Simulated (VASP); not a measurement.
# Y2Zn (P4_2/nmc) in VASP: further runs

The runs below take Y2Zn through single point, relaxation of cell and atoms, with PBE.

Program: VASP 6.6.1. These are calculated values, not measurements. Logs are shortened: lines on timing, memory, paths and dates and some standing lists are left out, and cuts for length are marked.

### Step 1. The cell of the first run

It takes space group P4_2/nmc (No. 137, tetragonal). Conventional cell: a = 4.943 Å, b = 4.943 Å, c = 7.129 Å, α = 90.00°, β = 90.00°, γ = 90.00°. Y (site symmetry 2mm) has 4 Zn at 2.85 to 3.28 Å and 6 Y at 3.56 to 3.57 Å within 3.7 Å. Within 3.7 Å of Zn (site symmetry -4m2) lie 8 Y at 2.85 to 3.28 Å.

### Step 2. Single point, PBE

The input, INCAR:

```
PREC = Accurate ; ENCUT = 500
EDIFF = 1E-6 ; ISMEAR = 0
SIGMA = 0.1 ; LREAL = False
LASPH = True ; NELM = 120
ALGO = Normal ; ISIF = 2
LWAVE = False ; LCHARG = False
GGA = PE ; NBANDS = 43
GGA_COMPAT = False
```

The input, KPOINTS:

```
regular mesh
0
Gamma
  4 4 4
```

The input, POSCAR:

```
Y2Zn
1.0
    4.9429556078      0.0000000000      0.0000000000
    0.0000000000      4.9429556078      0.0000000000
    0.0000000000      0.0000000000      7.1292300751
Y Zn
4 2
Direct
    0.0000000000      0.5000000000      0.1978135195
    0.0000000000      0.5000000000      0.6978135195
    0.5000000000      0.0000000000      0.3021864805
    0.5000000000      0.0000000000      0.8021864805
    0.0000000000      0.0000000000      0.0000000000
    0.5000000000      0.5000000000      0.5000000000
```

Potentials or basis: VASP PAW PBE potentials, release 64 (Y_sv, Zn).

The run is started by

```sh
cat potpaw_PBE.64/Y_sv/POTCAR potpaw_PBE.64/Zn/POTCAR > POTCAR
mpirun -np 1 vasp_std > vasp.out
```

OUTCAR:

```text
PREC = Accurate
   ENCUT = 500
   EDIFF = 1E-6
   ISMEAR = 0
   LREAL = False
   LASPH = True
   NELM = 120
   ISIF = 2
   GGA = PE

 ion  position               nearest neighbor table
   1  0.000  0.500  0.198-   5 2.85   5 2.85   6 3.28   6 3.28   2 3.56   2 3.56   3 3.57   3 3.57
                             3 3.57   3 3.57
   2  0.000  0.500  0.698-   6 2.85   6 2.85   5 3.28   5 3.28   1 3.56   1 3.56   4 3.57   4 3.57
                             4 3.57   4 3.57
   3  0.500  0.000  0.302-   6 2.85   6 2.85   5 3.28   5 3.28   4 3.56   4 3.56   1 3.57   1 3.57
                             1 3.57   1 3.57
   4  0.500  0.000  0.802-   5 2.85   5 2.85   6 3.28   6 3.28   3 3.56   3 3.56   2 3.57   2 3.57
                             2 3.57   2 3.57
   5  0.000  0.000  0.000-   1 2.85   4 2.85   1 2.85   4 2.85   3 3.28   2 3.28   3 3.28   2 3.28

   6  0.500  0.500  0.500-   2 2.85   3 2.85   3 2.85   2 2.85   1 3.28   4 3.28   1 3.28   4 3.28

  LATTYP: Found a simple tetragonal cell.
 ALAT       =     4.9429556078
 C/A-ratio  =     1.4423010524

  Lattice vectors:

 A1 = (   4.9429556078,   0.0000000000,   0.0000000000)
 A2 = (   0.0000000000,   4.9429556078,   0.0000000000)
 A3 = (   0.0000000000,   0.0000000000,   7.1292300751)

Analysis of symmetry for initial positions (statically):
=====================================================================
 Subroutine PRICEL returns:
 Original cell was already a primitive cell.

 Routine SETGRP: Setting up the symmetry group for a
 simple tetragonal supercell.

 Subroutine GETGRP returns: Found 16 space group operations
 (whereof  8 operations were pure point group operations)
 out of a pool of 16 trial point group operations.

The static configuration has the point symmetry D_2d.
 The point group associated with its full space group is D_4h.

Analysis of symmetry for dynamics (positions and initial velocities):
=====================================================================
 Subroutine PRICEL returns:
 Original cell was already a primitive cell.

 Routine SETGRP: Setting up the symmetry group for a
 simple tetragonal supercell.

 Subroutine GETGRP returns: Found 16 space group operations
 (whereof  8 operations were pure point group operations)
 out of a pool of 16 trial point group operations.

The dynamic configuration has the point symmetry D_2d.
 The point group associated with its full space group is D_4h.

 Subroutine INISYM returns: Found 16 space group operations
 (whereof  8 operations are pure point group operations),
[... 98 lines left out ...]
   LREAL  =      F    real-space projection
   EDIFFG = 0.1E-04   stopping-criterion for IOM
   NSW    =      0    number of steps for IOM
   IBRION =     -1    ionic relax: 0-MD 1-quasi-New 2-CG
   NFREE  =      0    steps in history (QN), initial steepest desc. (CG)
   ISIF   =      2    stress and relaxation
   ISYM   =      2    0-nonsym 1-usesym 2-fastsym
   POTIM  = 0.5000    time-step for ionic-motion
   TEBEG  =    0.0;   TEEND  =   0.0 temperature during run
   PSTRESS=    0.0 pullay stress
   NELECT =      68.0000    total number of electrons
   NUPDOWN=      -1.0000    fix difference up-down
   EMIN   =  10.00;   EMAX   =-10.00  energy-range for DOS
   EFERMI =   0.00;   METHOD = LEGACY
   ISMEAR =     0;   SIGMA  =   0.10  broadening in eV -4-tet -1-fermi 0-gaus
   EFERMI_NEDOS =   21; number of points for ismear=-14 and -15
   IALGO  =     38    algorithm
   IMIX   =      4    mixing-type and parameters
     AMIX     =   0.40;   BMIX     =  1.00
     AMIX_MAG =   1.60;   BMIX_MAG =  1.00
  volume/ion in A,a.u.               =      29.03       195.91
  Fermi-wavevector in a.u.,A,eV,Ry     =   1.196481  2.261021 19.477647  1.431567
  Thomas-Fermi vector in A             =   2.332420
   LORBIT       =      0    0 simple, 1 ext, 2 COOP (PROOUT), +10 PAW based schemes
   GGA     = PE    functional components
   LHFCALC =     F    Hartree Fock is set to
   AEXX    =    0.0000 exact exchange contribution
   IVDW    =     0    specifies the selected vdW correction
   LEPSILON=     F    determine dielectric tensor
   LRPA    =     F    only Hartree local field effects (RPA)
 non-spin polarized calculation
 Gauss-broadening in eV      SIGMA  =   0.10
  energy-cutoff  :      500.00
  volume of cell :      174.19
 maximum number of plane-waves:      4448
   NGX = 19   NGY = 19   NGZ = 25

 number of electron      67.9999974 magnetization

 Free energy of the ion-electron system (eV)
  ---------------------------------------------------
  ext. energy  EPLUGINS =         0.00000000
  ---------------------------------------------------
  free energy    TOTEN  =       -28.03989299 eV

  energy without entropy =      -28.00452984  energy(sigma->0) =      -28.02221141

 E-fermi :   2.4448     XC(G=0):  -9.4394

 val. band max:        2.4142694249   @ k =   0.0000   0.0000   0.0000
 cond. band min:       2.4473321177   @ k =   0.5000   0.2500   0.0000
 fundamental gap:      0.0330626929
 Fermi energy:         2.4447677285

 k-point     1 :       0.0000    0.0000    0.0000
  band No.  band energies     occupation
      1     -40.5156      2.00000
      2     -40.4908      2.00000
      3     -40.4696      2.00000
      4     -40.4489      2.00000
      5     -20.6480      2.00000
      6     -20.6170      2.00000
[... 817 lines left out ...]
     42       4.3084      0.00000
     43       4.9514      0.00000

------------------------ aborting loop because EDIFF is reached ----------------------------------------

  FORCE on cell =-STRESS in cart. coord.  units (eV):
  Direction    XX          YY          ZZ          XY          YZ          ZX
  --------------------------------------------------------------------------------------
  -------------------------------------------------------------------------------------
  Total        0.0516143      0.0516143      0.0304147      0.0000000      0.0000000      0.0000000
  in kB        0.4747499      0.4747499      0.2797548      0.0000000      0.0000000      0.0000000
  external PRESSURE =       0.4097516 kB  Pullay stress =       0.0000000 kB

 VOLUME and BASIS-vectors are now :
 -----------------------------------------------------------------------------
  energy-cutoff  :      500.00
  volume of cell :      174.19
      direct lattice vectors                 reciprocal lattice vectors
     4.942955608  0.000000000  0.000000000     0.202308109  0.000000000  0.000000000
     0.000000000  4.942955608  0.000000000     0.000000000  0.202308109  0.000000000
     0.000000000  0.000000000  7.129230075     0.000000000  0.000000000  0.140267601

 POSITION                                       TOTAL-FORCE (eV/Angst)
 -----------------------------------------------------------------------------------
      0.00000      2.47148      1.41026        -0.000000      0.000000     -0.001368
      0.00000      2.47148      4.97487         0.000000     -0.000000     -0.001368
      2.47148      0.00000      2.15436        -0.000000      0.000000      0.001368
      2.47148      0.00000      5.71897        -0.000000      0.000000      0.001368
      0.00000      0.00000      0.00000        -0.000000      0.000000      0.000000
      2.47148      2.47148      3.56462         0.000000      0.000000      0.000000
 -----------------------------------------------------------------------------------
    total drift:                                0.000000     -0.000000      0.000000

  FREE ENERGIE OF THE ION-ELECTRON SYSTEM (eV)
  ---------------------------------------------------
  free  energy   TOTEN  =       -28.0398929874 eV

  energy  without entropy=      -28.0045298370  energy(sigma->0) =      -28.02221141
```

OSZICAR:

```text
N       E                     dE             d eps       ncg     rms          rms(c)
DAV:   1     0.530503332437E+03    0.53050E+03   -0.31488E+04  1548   0.165E+03
DAV:   2     0.249281210119E+02   -0.50558E+03   -0.49416E+03  1548   0.432E+02
DAV:   3    -0.245410709739E+02   -0.49469E+02   -0.48363E+02  2172   0.114E+02
DAV:   4    -0.296021544516E+02   -0.50611E+01   -0.50007E+01  2576   0.255E+01
DAV:   5    -0.297615229807E+02   -0.15937E+00   -0.15919E+00  2173   0.422E+00    0.507E+01
DAV:   6    -0.282437776504E+02    0.15177E+01   -0.31630E+00  1766   0.102E+01    0.307E+01
DAV:   7    -0.281068065563E+02    0.13697E+00   -0.36299E+00  1928   0.570E+00    0.412E+00
DAV:   8    -0.280550910547E+02    0.51716E-01   -0.78601E-01  1956   0.439E+00    0.181E+00
DAV:   9    -0.280405110161E+02    0.14580E-01   -0.12508E-01  2034   0.219E+00    0.595E-01
DAV:  10    -0.280399474556E+02    0.56356E-03   -0.75457E-03  2079   0.408E-01    0.121E-01
DAV:  11    -0.280398837872E+02    0.63668E-04   -0.88691E-04  2242   0.142E-01    0.734E-02
DAV:  12    -0.280398947754E+02   -0.10988E-04   -0.54251E-05  2208   0.379E-02    0.491E-02
DAV:  13    -0.280398907391E+02    0.40363E-05   -0.10008E-05  1938   0.178E-02    0.146E-02
DAV:  14    -0.280398933733E+02   -0.26342E-05   -0.43233E-06  1480   0.129E-02    0.447E-03
DAV:  15    -0.280398929874E+02    0.38584E-06   -0.35984E-07  1072   0.364E-03
   1 F= -.28039893E+02 E0= -.28022211E+02  d E =-.353632E-01
```

stdout:

```text
POSCAR found type information on POSCAR Y Zn
 POSCAR found :  2 types and       6 ions
 scaLAPACK will be used
 LDA part: xc-table for (Slater+PW92), standard interpolation
 POSCAR, INCAR and KPOINTS ok, starting setup
 FFT: planning ... GRIDC
 FFT: planning ... GRID_SOFT
 FFT: planning ... GRID
 WAVECAR not read
 entering main loop
```

Run time: 59 s. Hardware: 1 thread of Intel Xeon 6975P-C (Granite Rapids), shared host; peak memory 0.31 GiB.

What came out:

```
Free energy            : -28.0399 eV
Pressure               : 0.0 GPa
Band gap on the k mesh : zero (bands 34 and 35 overlap by 0.15 eV)
```

### Step 3. Relaxation of cell and atoms, PBE

This run uses another cell than the first one, of 24.03 Å³/atom.

The input, INCAR:

```
SYSTEM = Y2Zn
PREC = Accurate ; ENCUT = 500
EDIFF = 1E-7 ; ISMEAR = 0
SIGMA = 0.1 ; LREAL = .False.
LASPH = .True. ; NELM = 120
ALGO = Normal ; ISIF = 3
LWAVE = .False. ; LCHARG = .False.
GGA = PE ; IBRION = 2
NSW = 90 ; EDIFFG = -0.04
GGA_COMPAT = .False. ; NELMIN = 4
```

The input, KPOINTS:

```
Automatic mesh
0
Gamma
  4 4 4
  0 0 0
```

The input, POSCAR:

```
Y2Zn
1.0
    4.6442072094      0.0000000000      0.0000000000
    0.0000000000      4.6442072094      0.0000000000
    0.0000000000      0.0000000000      6.6858710055
Y Zn
4 2
Direct
    0.0000000000      0.5000000000      0.2030000000
    0.0000000000      0.5000000000      0.7030000000
    0.5000000000      0.0000000000      0.2970000000
    0.5000000000      0.0000000000      0.7970000000
    0.0000000000      0.0000000000      0.0000000000
    0.5000000000      0.5000000000      0.5000000000
```

Potentials or basis: VASP PAW PBE potentials, release 64 (Y_sv, Zn).

The run is started by

```sh
cat potpaw_PBE.64/Y_sv/POTCAR potpaw_PBE.64/Zn/POTCAR > POTCAR
mpirun -np 1 vasp_std > vasp.out
```

Run time: 5.2 min. Hardware: 1 thread of Intel Xeon 6975P-C (Granite Rapids), shared host; peak memory 0.3 GiB.

The run converged. Its results:

```
Free energy                           : -28.0301 eV
Relaxed volume                        : 28.92 Å³/atom
Relaxed cell                          : a = 4.936 Å, b = 4.936 Å, c = 7.122 Å, α = 90.00°, β = 90.00°, γ = 90.00°
Space group after relaxing (to 0.1 Å) : P4_2/nmc (No. 137)
Energy gained by relaxing             : 163.1 meV/atom
Ionic steps                           : 8
Pressure after relaxing               : 0.1 GPa
Largest force after relaxing          : 0.037 eV/Å
Band gap on the k mesh                : zero (bands 34 and 35 overlap by 0.14 eV)
```

Forces on the atoms (eV/Å):
```
Y    0.000  0.000 -0.037
Y    0.000  0.000 -0.037
Y    0.000  0.000  0.037
Y    0.000  0.000  0.037
Zn   0.000  0.000  0.000
Zn   0.000  0.000  0.000
```

Stress tensor (GPa, compression positive):
```
0.15 0.00 0.00
0.00 0.15 0.00
0.00 0.00 0.04
```

Step by step:
```csv
step,energy change (eV),largest force (eV/Å),pressure (GPa),volume (Å³)
1,0.0000,0.0983,12.25,144.21
2,-0.8616,0.0841,-2.80,186.07
3,-0.9757,0.0519,0.08,173.46
4,-0.9757,0.0537,-0.09,174.09
5,-0.9764,0.0504,0.02,173.71
6,-0.9770,0.0451,0.19,173.13
7,-0.9774,0.0431,0.17,173.22
8,-0.9785,0.0371,0.11,173.50
```

Final structure:
```xyz
6
Lattice="4.9355 0.0000 0.0000 0.0000 4.9355 0.0000 0.0000 0.0000 7.1224" Properties=species:S:1:pos:R:3 pbc="T T T"
Y     0.0000    2.4678    1.4353
Y     4.9355    2.4678    4.9965
Y     2.4678    0.0000    2.1259
Y     2.4678    0.0000    5.6872
Zn    0.0000    0.0000    0.0000
Zn    2.4678    2.4678    3.5612
```

Levels at points of the mesh, in eV from the Fermi level:
| k point | band 31 | band 32 | band 33 | band 34 | band 35 | band 36 | band 37 | band 38 |
| --- | --- | --- | --- | --- | --- | --- | --- | --- |
| (0.00, 0.00, 0.00) | -0.95 | -0.95 | -0.61 | -0.01 | 0.11 | 0.32 | 0.67 | 0.67 |
| (0.50, 0.00, 0.00) | -0.68 | -0.68 | -0.45 | -0.45 | 0.11 | 0.11 | 0.83 | 0.83 |
| (0.50, 0.50, 0.00) | -0.44 | -0.44 | 0.15 | 0.15 | 0.36 | 0.36 | 0.70 | 0.70 |
| (0.00, 0.00, 0.50) | -0.30 | -0.30 | -0.19 | -0.19 | 0.20 | 0.20 | 0.38 | 0.38 |
| (0.50, 0.00, 0.50) | -0.32 | -0.32 | -0.29 | -0.29 | 0.65 | 0.65 | 0.79 | 0.79 |
| (0.50, 0.50, 0.50) | -1.56 | -1.56 | -0.46 | -0.46 | 0.60 | 0.60 | 1.29 | 1.29 |

Caveat: the volume moved by over 15 % at a fixed basis, so the end points are rough.

The gap in the log of VASP goes by the Fermi energy; the results here count the filled bands.